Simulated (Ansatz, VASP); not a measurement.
**One calculation of Rb2PdC2, two programs**

```xyz
5
Lattice="5.2005 0.0000 0.0000 -2.6003 4.5038 0.0000 0.0000 0.0000 5.2008" Properties=species:S:1:pos:R:3 pbc="T T T"
Rb    0.0000    3.0025    1.4496
Rb    2.6003    1.5013    3.7512
Pd    0.0000    0.0000    0.0000
C     0.0000    0.0000    1.9701
C     0.0000    0.0000    3.2307
```

Alike in both runs: functional LDA; k mesh 6 × 6 × 4; occupations gaussian, width 0.1 eV; no spin polarisation.

Ansatz relaxed the structure, and its values are those at the end. VASP's run is a single point on that final structure, the one shown.

|  | VASP | Ansatz |
| --- | --- | --- |
| version | VASP 6.6.1 | Ansatz 0.2.0 |
| potentials or method | VASP PAW LDA potentials, release 64 (Rb_sv, Pd, C), cutoff 520 eV | scalar-relativistic, plane waves, PAW |
| valence electrons in the cell | 36 | 44 |

|  | VASP | Ansatz | Ansatz less VASP |
| --- | --- | --- | --- |
| gap on the k mesh at the Fermi level (eV) | 1.52 | 1.52 | -0.001 |
| least direct gap on the mesh (eV) | 1.52 | 1.52 | -0.001 |
| pressure (GPa) | 0.2 | 0.0 | -0.14 |
| rms of the force components (eV/Å) | 0.025 | 0.005 | -0.0203 |

LDA's correlation is that of Perdew and Zunger in VASP and of Perdew and Wang (1992) in Ansatz. VASP's potentials hold 36 valence electrons a cell and Ansatz's 44, so a difference there can come from the potentials and not from the codes.
